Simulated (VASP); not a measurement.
## TiAl3: single point with PBE

Crystal: TiAl3.

```xyz
4
Lattice="-1.9226 1.9226 4.3111 1.9226 -1.9226 4.3111 1.9226 1.9226 -4.3111" Properties=species:S:1:pos:R:3 pbc="T T T"
Ti    0.0000    0.0000    0.0000
Al    0.0000    0.0000    4.3111
Al    0.0000    1.9226    2.1556
Al    1.9226    0.0000    2.1556
```

```json
{
  "Program": "VASP 6.6.1",
  "Task": "single point",
  "Functional": "PBE",
  "Potentials or basis": "VASP PAW PBE potentials, release 64 (Ti_sv, Al)",
  "Cutoff": "520 eV",
  "k mesh": "16 × 16 × 16",
  "Occupations": "gaussian, width 0.15 eV",
  "Spin": "no spin polarisation"
}
```

```json
{
 "Pressure": "0.0 GPa",
 "Band gap on the k mesh": "zero (an odd number of electrons rules out a gap without spin polarisation)"
}
```

Stress tensor (GPa, compression positive):
```
 0.01  0.00  0.00
 0.00  0.01  0.00
 0.00  0.00 -0.08
```

Levels at points of the mesh, in eV from the Fermi level:
```tsv
k point	band 8	band 9	band 10	band 11	band 12	band 13	band 14	band 15
(0.00, 0.00, 0.00)	-1.38	-1.22	-1.22	0.82	1.71	1.71	2.23	2.35
(0.50, 0.00, 0.00)	-2.97	-1.05	-0.26	0.50	1.77	2.06	2.67	3.13
(0.50, 0.50, 0.00)	-3.73	-2.70	-2.20	-0.98	1.73	1.91	2.66	2.77
(0.50, 0.50, 0.50)	-0.93	-0.93	-0.23	0.70	0.70	0.93	3.04	4.61
```

It took 20 min on 1 thread of AMD EPYC 7R13 Processor (Zen 3) (shared host), peak memory 0.5 GiB.
